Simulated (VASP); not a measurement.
Runs of VASP 6.6.1 on MgI2. The structure is that of space group P-3m1 (No. 164), or close to it. The cells are those of the table. 

```csv
cell,gap on the mesh (eV),pressure (GPa),largest force (eV/Å)
"a = 4.271, b = 4.271, c = 6.491 Å, angles 90.0, 90.0, 120.0°, 3 atoms",3.10,-0.4,0.21
"a = 4.024, b = 4.024, c = 7.312 Å, angles 90.0, 90.0, 120.0°, 3 atoms",3.35,-0.2,(b)
"a = 4.385, b = 4.385, c = 6.157 Å, angles 90.0, 90.0, 120.0°, 3 atoms",2.62,-0.4,0.33
"a = 3.909, b = 3.909, c = 7.749 Å, angles 90.0, 90.0, 120.0°, 3 atoms",2.96,0.1,0.57
"a = 4.211, b = 4.211, c = 6.678 Å, angles 90.0, 90.0, 120.0°, 3 atoms",3.30,-0.3,(a)
```

Alike in all rows: task single point; level PBE+D3(BJ); potentials or basis VASP PAW PBE potentials, release 64 (Mg, I); no spin polarisation; k mesh 9 × 9 × 4; cutoff (eV) 520; smearing gaussian 0.05 eV.

Estimate the missing entries.

(a) 0.13; (b) 0.25.

Caveats: spin-orbit coupling is left out, which moves the levels of the heavy elements.

A k mesh can miss the band edges, and the runs leave out spin-orbit coupling on I.
